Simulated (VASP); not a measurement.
# Ag (P6_3/mmc) in VASP: further runs

Runs on Ag. Level: LDA. Tasks: vibrations by perturbation theory, elastic constants.

All numbers are computed with VASP 6.6.1; they aren't measurements. Logs are shortened: lines on timing, memory, paths and dates and some standing lists are left out, and cuts for length are marked.

### 1 The cell of the first run

The structure is hexagonal, space group P6_3/mmc (No. 194). Conventional cell: a = 2.720 Å, b = 2.720 Å, c = 4.461 Å, α = 90.00°, β = 90.00°, γ = 120.00°. Within 3.6 Å of Ag (site symmetry -6m2) lie 12 Ag at 2.72 to 2.73 Å.

This isn't the form of Ag at room conditions, which is fcc.

### 2 Vibrations by perturbation theory, LDA

The input, INCAR:

```
SYSTEM = Ag
ALGO = Normal
EDIFF = 1E-8
ENCUT = 520
GGA = CA
IBRION = 8
ISIF = 2
ISMEAR = -1
LASPH = .True.
LCHARG = .False.
LREAL = .False.
LWAVE = .False.
NBANDS = 18
NELM = 80
NSW = 1
PREC = Accurate
SIGMA = 0.15
```

The input, KPOINTS:

```
k-points
0
Gamma
  18 18 10
  0 0 0
```

The input, POSCAR:

```
Ag
1.0
    2.7198593561      0.0000000000      0.0000000000
   -1.3599296781      2.3554672971      0.0000000000
    0.0000000000      0.0000000000      4.4613626329
Ag
2
Direct
    0.3333333333      0.6666666667      0.2500000000
    0.6666666667      0.3333333333      0.7500000000
```

Potentials or basis: VASP PAW LDA potentials, release 64 (Ag).

Started as:

```sh
$ cat potpaw_LDA.64/Ag/POTCAR > POTCAR
$ mpirun -np 1 vasp_std > vasp.out
```

OUTCAR:

```text
SYSTEM = Ag
   EDIFF = 1E-8
   ENCUT = 520
   GGA = CA
   IBRION = 8
   ISIF = 2
   ISMEAR = -1
   LASPH = .True.
   LREAL = .False.
   NELM = 80
   NSW = 1
   PREC = Accurate

 ion  position               nearest neighbor table
   1  0.333  0.667  0.250-   2 2.73   2 2.73   2 2.73   2 2.73   2 2.73   2 2.73
   2  0.667  0.333  0.750-   1 2.73   1 2.73   1 2.73   1 2.73   1 2.73   1 2.73

  LATTYP: Found a hexagonal cell.
 ALAT       =     2.7198593561
 C/A-ratio  =     1.6402916654

  Lattice vectors:

 A1 = (   2.7198593561,   0.0000000000,   0.0000000000)
 A2 = (  -1.3599296781,   2.3554672971,   0.0000000000)
 A3 = (   0.0000000000,   0.0000000000,   4.4613626329)

Analysis of symmetry for initial positions (statically):
=====================================================================
 Subroutine PRICEL returns:
 Original cell was already a primitive cell.

 Routine SETGRP: Setting up the symmetry group for a
 hexagonal supercell.

 Subroutine GETGRP returns: Found 24 space group operations
 (whereof 12 operations were pure point group operations)
 out of a pool of 24 trial point group operations.

The static configuration has the point symmetry D_3d.
 The point group associated with its full space group is D_6h.

Analysis of symmetry for dynamics (positions and initial velocities):
=====================================================================
 Subroutine PRICEL returns:
 Original cell was already a primitive cell.

 Routine SETGRP: Setting up the symmetry group for a
 hexagonal supercell.

 Subroutine GETGRP returns: Found 24 space group operations
 (whereof 12 operations were pure point group operations)
 out of a pool of 24 trial point group operations.

The dynamic configuration has the point symmetry D_3d.
 The point group associated with its full space group is D_6h.

 Subroutine INISYM returns: Found 24 space group operations
 (whereof 12 operations are pure point group operations),
 and found     1 'primitive' translations

----------------------------------------------------------------------------------------

                                     Primitive cell

  volume of cell :      28.5819

  direct lattice vectors                    reciprocal lattice vectors
     2.719859356  0.000000000  0.000000000     0.367666070  0.212272104  0.000000000
    -1.359929678  2.355467297  0.000000000     0.000000000  0.424544209  0.000000000
     0.000000000  0.000000000  4.461362633     0.000000000  0.000000000  0.224146765

  length of vectors
     2.719859356  2.719859356  4.461362633     0.424544209  0.424544209  0.224146765

  position of ions in fractional coordinates (direct lattice)
     0.333333333  0.666666667  0.250000000
     0.666666667  0.333333333  0.750000000

  ion indices of the primitive-cell ions
   primitive index   ion index
                 1           1
                 2           2

----------------------------------------------------------------------------------------

 KPOINTS: k-points

Automatic generation of k-mesh.
 Grid dimensions read from file:
 generate k-points for:   18   18   10

 Generating k-lattice:

  Cartesian coordinates                     Fractional coordinates (reciprocal lattice)
     0.020425893  0.011792895  0.000000000     0.055555556  0.000000000  0.000000000
     0.000000000  0.023585789  0.000000000     0.000000000  0.055555556  0.000000000
     0.000000000  0.000000000  0.022414676     0.000000000  0.000000000  0.100000000

  Length of vectors
     0.023585789  0.023585789  0.022414676

[... 80 lines left out ...]
   AEXX    =    0.0000 exact exchange contribution
   IVDW    =     0    specifies the selected vdW correction
   LEPSILON=     F    determine dielectric tensor
   LRPA    =     F    only Hartree local field effects (RPA)
 non-spin polarized calculation
  energy-cutoff  :      520.00
  volume of cell :       28.58
 maximum number of plane-waves:       783
   NGX = 11   NGY = 11   NGZ = 17

--------------------------------------- Ionic step        1  -------------------------------------------

 number of electron      21.9999999 magnetization

 Free energy of the ion-electron system (eV)
  ---------------------------------------------------
  ext. energy  EPLUGINS =         0.00000000
  ---------------------------------------------------
  free energy    TOTEN  =        -7.35286019 eV

  energy without entropy =       -7.31154178  energy(sigma->0) =       -7.33220099

 E-fermi :  10.9311     XC(G=0): -13.6516

 val. band max:       10.9276733272   @ k =   0.3333   0.0556   0.4000
 cond. band min:      10.9564093289   @ k =   0.5000  -0.0000   0.4000
 fundamental gap:      0.0287360017
 Fermi energy:        10.9310642557

 k-point     1 :       0.0000    0.0000    0.0000
  band No.  band energies     occupation
      1       1.6697      2.00000
      2       3.2256      2.00000
      3       5.3455      2.00000
      4       5.4914      2.00000
      5       5.4914      2.00000
      6       5.8220      2.00000
[... 481 lines left out ...]
      5       5.7636      2.00000
      6       6.0413      2.00000
[... 10 lines left out ...]
     17      23.2691      0.00000
     18      26.9375      0.00000

 [... further k-points ...]

------------------------ aborting loop because EDIFF is reached ----------------------------------------

  FORCE on cell =-STRESS in cart. coord.  units (eV):
  Direction    XX          YY          ZZ          XY          YZ          ZX
  --------------------------------------------------------------------------------------
  -------------------------------------------------------------------------------------
  Total        3.9554137      3.9554137      3.9524051     -0.0000000      0.0000000      0.0000000
  in kB      221.7233578    221.7233578    221.5547095     -0.0000000      0.0000000      0.0000000
  external PRESSURE =     221.6671417 kB  Pullay stress =       0.0000000 kB

 VOLUME and BASIS-vectors are now :
 -----------------------------------------------------------------------------
  energy-cutoff  :      520.00
  volume of cell :       28.58
      direct lattice vectors                 reciprocal lattice vectors
     2.719859356  0.000000000  0.000000000     0.367666070  0.212272104  0.000000000
    -1.359929678  2.355467297  0.000000000     0.000000000  0.424544209  0.000000000
     0.000000000  0.000000000  4.461362633     0.000000000  0.000000000  0.224146765

 POSITION                                       TOTAL-FORCE (eV/Angst)
 -----------------------------------------------------------------------------------
     -0.00000      1.57031      1.11534        -0.000000      0.000000      0.000000
      1.35993      0.78516      3.34602         0.000000     -0.000000      0.000000
 -----------------------------------------------------------------------------------
    total drift:                                0.000000     -0.000000      0.000000

  FREE ENERGIE OF THE ION-ELECTRON SYSTEM (eV)
  ---------------------------------------------------
  free  energy   TOTEN  =        -7.3528601867 eV

  energy  without entropy=       -7.3115417843  energy(sigma->0) =       -7.33220099

[... ionic steps 2 to 3 ...]

--------------------------------------- Ionic step        4  -------------------------------------------

------------------------ aborting loop because EDIFF is reached ----------------------------------------

[... ionic steps 5 to 5 ...]

--------------------------------------- Ionic step        6  -------------------------------------------

 Free energy of the ion-electron system (eV)
  ---------------------------------------------------
  ---------------------------------------------------
  free energy    TOTEN  =        -0.31643693 eV

  energy without entropy =       -0.31643693

------------------------ aborting loop because EDIFF is reached ----------------------------------------

 INTERNAL STRAIN TENSOR  FOR ION    1  DIRECTION 3   (eV/Angst):
 -----------------------------------------------------------------------------
     0.00698 -0.00000 -0.00000
    -0.00000  0.00698 -0.00000
    -0.00000  0.00000 -0.00559

 INTERNAL STRAIN TENSOR FOR ION    2 for displacements in x,y,z  (eV/Angst):
          X           Y           Z          XY          YZ          ZX
  --------------------------------------------------------------------------------
  x    -0.00000     0.00000     0.00000     2.37133     0.00000     0.00000
  y     2.37133    -2.37133     0.00000     0.00000     0.00000     0.00000
  z     0.00000    -0.00000     0.00000     0.00000     0.00000     0.00000

 SECOND DERIVATIVES (NOT SYMMETRIZED)
 ------------------------------------
               1X          1Y          1Z          2X          2Y          2Z
  1X    -1.733645    0.000000    0.000000    1.733645   -0.000000    0.000000
  1Y     0.000000   -1.733645    0.000000   -0.000000    1.733645    0.000000
  1Z     0.000000    0.000000  -12.335326   -0.000000    0.000000   12.335326
  2X     1.733645   -0.000000    0.000000   -1.733645    0.000000    0.000000
  2Y    -0.000000    1.733645    0.000000    0.000000   -1.733645    0.000000
  2Z    -0.000000    0.000000   12.335326    0.000000    0.000000  -12.335326

 Eigenvectors and eigenvalues of the dynamical matrix
 ----------------------------------------------------

   1 f  =    7.476438 THz    46.975845 2PiTHz  249.387124 cm-1    30.920049 meV
             X         Y         Z           dx          dy          dz
     -0.000000  1.570312  1.115341     0.000000    0.000000   -0.707107
      1.359930  0.785156  3.346022    -0.000000    0.000000    0.707107
[... 16 lines left out ...]
   5 f  =    0.000000 THz     0.000000 2PiTHz    0.000000 cm-1     0.000000 meV
             X         Y         Z           dx          dy          dz
     -0.000000  1.570312  1.115341    -0.000000    0.000000    0.707107
      1.359930  0.785156  3.346022     0.000000    0.000000    0.707107

   6 f/i=    0.000000 THz     0.000000 2PiTHz    0.000001 cm-1     0.000000 meV
             X         Y         Z           dx          dy          dz
     -0.000000  1.570312  1.115341     0.640153   -0.300339   -0.000000
      1.359930  0.785156  3.346022     0.640153   -0.300339    0.000000

--------------------------------------------------------------------------------------------------------

 ELASTIC MODULI CONTR FROM IONIC RELAXATION (kBar)
 Direction    XX          YY          ZZ          XY          YZ          ZX
 --------------------------------------------------------------------------------
 XX        -181.8213    181.8213     -0.0000      0.0000      0.0000      0.0000
 YY         181.8213   -181.8213      0.0000      0.0000      0.0000      0.0000
 ZZ          -0.0000      0.0000     -0.0000     -0.0000      0.0000      0.0000
 XY           0.0000      0.0000     -0.0000   -181.8213      0.0000      0.0000
 YZ           0.0000      0.0000      0.0000      0.0000      0.0000      0.0000
 ZX           0.0000      0.0000      0.0000      0.0000      0.0000      0.0000
 --------------------------------------------------------------------------------
```

Wall time 18 min (1 thread of Intel Xeon 8259CL, shared host); peak memory 0.93 GiB.

What came out:

```yaml
Highest_phonon_frequency_at_Γ: 249 cm⁻¹
```

Phonon frequencies in cm⁻¹ (negative: imaginary):
```tsv
q point	frequencies
(0.000, 0.000, 0.000)	0 0 0 93 93 249
```

Caveat: the cell stands under pressure or tension, which shifts response properties.

(Continued in part 2 of 3.)
